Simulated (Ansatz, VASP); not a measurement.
Two plane-wave programs on Ag

INCAR

```
SYSTEM = Ag
  PREC = Accurate
  ENCUT = 600
  EDIFF = 1E-7
  ISMEAR = 0
  SIGMA = 0.1
  LREAL = .False.
  LASPH = .True.
  NELM = 100
  ALGO = Normal
  ISIF = 3
  LWAVE = .False.
  LCHARG = .False.
  GGA = PE
  IBRION = 2
  NSW = 90
  EDIFFG = -0.04
```

The input KPOINTS:

```
Automatic mesh
0
Gamma
  4 4 4
  0 0 0
```

File POSCAR:

```
Ag
1.0
    4.8292992572      0.0000000000      0.0000000000
    0.0000000000      5.2490721027      0.0000000000
   -2.1662037439      0.0000000000      4.7753710627
Ag
6
Direct
    0.0000000000      0.0000000000      0.0000000000
    0.0000000000      0.5000000000      0.5000000000
    0.4250000000      0.3600000000      0.2650000000
    0.5750000000      0.8600000000      0.2350000000
    0.5750000000      0.6400000000      0.7350000000
    0.4250000000      0.1400000000      0.7650000000
```

Input for Ansatz:

```yaml
crystal:
  lattice:
    - [4.8292992572, 0.0, 0.0]
    - [0.0, 5.2490721027, 0.0]
    - [-2.1662037439, 0.0, 4.7753710627]
  atoms:
    - { symbol: Ag, position: [0.0, 0.0, 0.0] }
    - { symbol: Ag, position: [0.0, 0.5, 0.5] }
    - { symbol: Ag, position: [0.425, 0.36, 0.265] }
    - { symbol: Ag, position: [0.575, 0.86, 0.235] }
    - { symbol: Ag, position: [0.575, 0.64, 0.735] }
    - { symbol: Ag, position: [0.425, 0.14, 0.765] }
basis:
  ecutwfc: 420
kpoints:
  mp_grid: { grid: [4, 4, 4] }
hamiltonian:
  xc: pbe
scf:
  occupations: { method: gaussian, width: 0.1 }
  lower_state_search: "off"
output:
  forces: true
  stress: true
  eigenvalues: true
relax:
  adjacent_minimum: "off"
  f_tol: 0.04
  max_steps: 70
  cell: { stress_tol: 0.4 }
```

Alike in both runs: task relaxation of cell and atoms; functional PBE; k mesh 4 × 4 × 4; occupations gaussian, width 0.1 eV; no spin polarisation.

```csv
,VASP,Ansatz
version,VASP 6.6.1,Ansatz 0.2.0
potentials or method,"VASP PAW PBE potentials, release 64 (Ag), cutoff 600 eV","scalar-relativistic, plane waves, PAW"
valence electrons in the cell,66,114
```

Ansatz gave:

```
gap on the k mesh at the Fermi level, each at its own relaxed structure (eV) : none
relaxed volume (Å³/atom)                                                     : 18.07
relaxed cell length with the largest relative difference (Å)                 : 5.119
```

Question: Estimate VASP's values.

Answer: gap on the k mesh at the Fermi level, each at its own relaxed structure (eV): none; relaxed volume (Å³/atom): 18.04; relaxed cell length with the largest relative difference (Å): 5.132.

A gap of «none» marks a metal or a gap that the smearing closes. VASP's potentials hold 66 valence electrons a cell and Ansatz's 114, so a difference there can come from the potentials and not from the codes.
